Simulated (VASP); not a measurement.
Write the native input for VASP 6.6.1 that does the following.

| Item | Value |
| --- | --- |
| Task | single point |
| Functional | PBE |
| Potentials or basis | VASP PAW PBE potentials, release 64 (Mg, O) |
| Cutoff | 520 eV |
| k mesh | 11 × 11 × 11 |
| Occupations | fermi-dirac, width 0.05 eV |
| Spin | no spin polarisation |
| Dipole correction | no |
| Further INCAR settings | ALGO = Normal; EDIFF = 1e-07; NBANDS = 11 |

The structure of MgO lies in POSCAR:

```
MgO
1.0
    0.0000000000      2.1381295086      2.1381295086
    2.1381295086      0.0000000000      2.1381295086
    2.1381295086      2.1381295086      0.0000000000
Mg O
1 1
Direct
    0.0000000000      0.0000000000      0.0000000000
    0.5000000000      0.5000000000      0.5000000000
```

This cell differs from its parent crystal: volume scaled by 1.06.

These files were run (other wordings do the same):

INCAR

```
PREC = Accurate
ENCUT = 520
EDIFF = 1E-7
ISMEAR = -1
SIGMA = 0.05
LREAL = False
LASPH = True
NELM = 80
ALGO = Normal
ISIF = 2
LWAVE = False
LCHARG = False
GGA = PE
NBANDS = 11
```

KPOINTS

```
Automatic mesh
0
Gamma
  11 11 11
```

Potentials or basis: VASP PAW PBE potentials, release 64 (Mg, O).

The run is started by

```console
$ cat potpaw_PBE.64/Mg/POTCAR potpaw_PBE.64/O/POTCAR > POTCAR
$ mpirun -np 1 vasp_std > vasp.out
```

It gave:

```
Pressure               : -3.0 GPa
Band gap on the k mesh : 4.30 eV, direct
```

Run time: 16 s on 1 thread of Intel(R) Xeon(R) Platinum 8488C (Sapphire Rapids), on a shared host, peak memory 0.14 GiB.
